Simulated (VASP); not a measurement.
A run of VASP 6.6.1 is set up as follows.

The input INCAR:

```
SYSTEM = MoS2
PREC = Accurate
ENCUT = 520
EDIFF = 1E-7
ISMEAR = -1
SIGMA = 0.15
LREAL = .FALSE.
LASPH = .TRUE.
NELM = 80
ALGO = Normal
ISIF = 2
LWAVE = .FALSE.
LCHARG = .TRUE.
LELF = .TRUE.
LVHAR = .TRUE.
NBANDS = 20
```

File KPOINTS:

```
regular mesh
0
G
  11 11 11
  0 0 0
```

The input POSCAR:

```
MoS2
1.0
    1.5800000000      0.9122130000      6.1500000000
   -1.5800000000      0.9122130000      6.1500000000
    0.0000000000     -1.8244270000      6.1500000000
Mo S
1 2
Direct
    0.0000000000      0.0000000000      0.0000000000
    0.2500000000      0.2500000000      0.2500000000
    0.4170000000      0.4170000000      0.4170000000
```

Potentials or basis: VASP PAW LDA potentials, release 64 (Mo_sv, S).

Run with:

```bash
$ cat potpaw_LDA.64/Mo_sv/POTCAR potpaw_LDA.64/S/POTCAR > POTCAR
$ mpirun -np 1 vasp_std > vasp.out
```

(1) Predict the largest force.

(2) Estimate the band gap on the k mesh.

## Answers

(1) 0.096 eV/Å.

(2) 0.86 eV (least direct gap 1.90 eV).
